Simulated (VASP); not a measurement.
Write the native input for VASP 6.6.1 that does the following.

- Task: single point
- Functional: r2SCAN
- Potentials or basis: VASP PAW PBE potentials, release 64 (Ag)
- Cutoff: 520 eV
- k mesh: 9 × 9 × 3
- Occupations: methfessel-paxton, width 0.1 eV
- Spin: no spin polarisation
- Dipole correction: no
- Further INCAR settings: ALGO = Normal; EDIFF = 1e-07; NBANDS = 30

The system is Ag.

```
Ag
1.0
     2.88620    0.00000    0.00000
    -1.44310    2.49952    0.00000
     0.00000    0.00000   10.00000
Ag
4
Direct
  0.33333 0.66667 0.25000
  0.66667 0.33333 0.75000
  0.00000 0.00000 0.00000
  0.00000 0.00000 0.50000
```

One way to write it, as run:

POSCAR

```
Ag
1.0
    2.8862000000      0.0000000000      0.0000000000
   -1.4431000000      2.4995230000      0.0000000000
    0.0000000000      0.0000000000     10.0000000000
Ag
4
Direct
    0.3333330000      0.6666670000      0.2500000000
    0.6666670000      0.3333330000      0.7500000000
    0.0000000000      0.0000000000      0.0000000000
    0.0000000000      0.0000000000      0.5000000000
```

INCAR.step1

```
PREC     = Accurate       # precision mode
ENCUT    = 520            # plane-wave cutoff, eV
ISMEAR   = 1              # smearing method
SIGMA    = 0.1            # smearing width, eV
LREAL    = F              # projectors in reciprocal space
LASPH    = T              # aspherical terms in the spheres
NELM     = 60             # most SCF steps
NBANDS   = 30             # bands
GGA      = PE             # functional
ALGO     = Normal         # electronic algorithm
EDIFF    = 1E-4           # SCF threshold, eV
LWAVE    = T              # write WAVECAR
LCHARG   = F              # write CHGCAR
```

INCAR.step2

```
PREC     = Accurate       # precision mode
ENCUT    = 520            # plane-wave cutoff, eV
EDIFF    = 1E-7           # SCF threshold, eV
ISMEAR   = 1              # smearing method
SIGMA    = 0.1            # smearing width, eV
LREAL    = F              # projectors in reciprocal space
LASPH    = T              # aspherical terms in the spheres
NELM     = 60             # most SCF steps
ALGO     = Normal         # electronic algorithm
ISIF     = 2              # what is computed and relaxed
LWAVE    = F              # write WAVECAR
LCHARG   = F              # write CHGCAR
METAGGA  = R2SCAN         # meta-GGA
LMIXTAU  = T            
NBANDS   = 30             # bands
ISTART   = 1
```

KPOINTS

```
regular mesh
0
Gamma
  9 9 3
```

Potentials or basis: VASP PAW PBE potentials, release 64 (Ag).

Run with:

```sh
$ cat potpaw_PBE.64/Ag/POTCAR > POTCAR
$ cp INCAR.step1 INCAR
$ mpirun -np 1 vasp_std > vasp.out
$ cp INCAR.step2 INCAR
$ mpirun -np 1 vasp_std > vasp.out
```

Results of the run:

* Pressure: -3.4 GPa
* Band gap on the k mesh: zero (band 22 reaches 11.40 eV, above the bottom of band 23 at 4.28 eV)

Caveat: the PAW data sets were made with another functional, which shifts forces and pressure a little.

It took 2.1 min on 1 thread of Intel(R) Xeon(R) Platinum 8488C (Sapphire Rapids), with other jobs on the host, peak memory 0.22 GiB.
